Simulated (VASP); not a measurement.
Te:

```
Te
1.0
     2.25883    1.30414    1.65643
    -2.25883    1.30414    1.65643
     0.00000   -2.60827    1.65643
Te
1
Direct
  0.50000 0.50000 0.50000
```

Base run:

```yaml
Program: VASP 6.6.1
Functional: r2SCAN
Potentials_or_basis: VASP PAW PBE potentials, release 64 (Te)
Cutoff: 520 eV
k_mesh: 9 × 9 × 9
Occupations: fermi-dirac, width 0.05 eV
Spin: no spin polarisation
```

Its results: band gap on the k mesh zero (band 3 reaches 10.63 eV, above the bottom of band 4 at 4.95 eV); pressure 6.5 GPa.

Problem. The run is repeated on the same cell with these changes: functional from r2SCAN to PBEsol. What comes out?

Solution. Band gap on the k mesh zero (band 3 reaches 10.45 eV, above the bottom of band 4 at 5.14 eV); pressure 4.0 GPa.

Caveats: the PAW data sets were made with another functional, which shifts forces and pressure a little; spin-orbit coupling is left out, which moves the levels of the heavy elements.
